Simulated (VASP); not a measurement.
NaF, 2 atoms in the cell. Symmetry: Fm-3m, No. 225, cubic system. The conventional cell has a = 4.640 Å, b = 4.640 Å, c = 4.640 Å, α = 90.00°, β = 90.00°, γ = 90.00°. Na (site symmetry m-3m) has 6 F at 2.32 Å within 3.1 Å. Within 3.1 Å of F (site symmetry m-3m) lie 6 Na at 2.32 Å. 

* Program: VASP 6.6.1
* Task: relaxation of cell and atoms
* Functional: PBE
* Dispersion: D4
* Potentials or basis: VASP PAW PBE potentials, release 64 (Na_pv, F)
* Cutoff: 600 eV
* k mesh: 6 × 6 × 6
* Occupations: gaussian, width 0.01 eV
* Spin: no spin polarisation
* Dipole correction: no
* Further INCAR settings: ALGO = Normal; EDIFF = 1e-06; IBRION = 2; EDIFFG = -0.005; NSW = 80; ISIF = 3

Potentials or basis: VASP PAW PBE potentials, release 64 (Na_pv, F).

Launch:

```sh
$ cat potpaw_PBE.64/Na_pv/POTCAR potpaw_PBE.64/F/POTCAR > POTCAR
$ mpirun -np 1 vasp_std > vasp.out
```

Hardware: 1 thread of Intel(R) Xeon(R) Platinum 8259CL CPU @ 2.50GHz (Skylake/Cascade Lake) (shared host).

Question: Estimate the wall time of this run.

Answer: Wall time 20 s on 1 thread of Intel(R) Xeon(R) Platinum 8259CL CPU @ 2.50GHz (Skylake/Cascade Lake), on a shared host, peak memory 0.15 GiB. Counts: scf iterations 32, k points 16, ion steps 4.
